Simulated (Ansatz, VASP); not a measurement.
## One calculation of Ga, two programs

```
Ga
1.0
     2.26150   -3.83050    0.00000
     2.26150    3.83050    0.00000
     0.00000    0.00000    4.52400
Ga
4
Direct
  0.34510 0.65490 0.41900
  0.15490 0.84510 0.91900
  0.65490 0.34510 0.58100
  0.84510 0.15490 0.08100
```

Alike in both runs: task single point; functional PBEsol; k mesh 7 × 7 × 6; occupations fermi-dirac, width 0.05 eV; no spin polarisation.

|  | VASP | Ansatz |
| --- | --- | --- |
| version | VASP 6.6.1 | Ansatz 0.2.0 |
| potentials or method | VASP PAW PBE potentials, release 64 (Ga_d), cutoff 520 eV | all-electron LAPW, scalar-relativistic |

Ansatz gave:

| Property | Result |
| --- | --- |
| gap on the k mesh at the Fermi level (eV) | none |
| pressure (GPa) | -1.6 |
| traceless stress, the component that is largest in VASP (GPa) | -0.85 |
| rms of the force components (eV/Å) | 0.071 |

Task: What did VASP give for the same quantities?

Result: gap on the k mesh at the Fermi level (eV): none; pressure (GPa): -1.5; traceless stress, the component that is largest in VASP (GPa): -0.85; rms of the force components (eV/Å): 0.069.

VASP's potentials were made for PBE, not for PBEsol. Atom by atom the forces differ by 0.002 eV/Å (rms over components). A gap of «none» marks a metal or a gap that the smearing closes. Ansatz ran all-electron here, and VASP with PAW potentials.
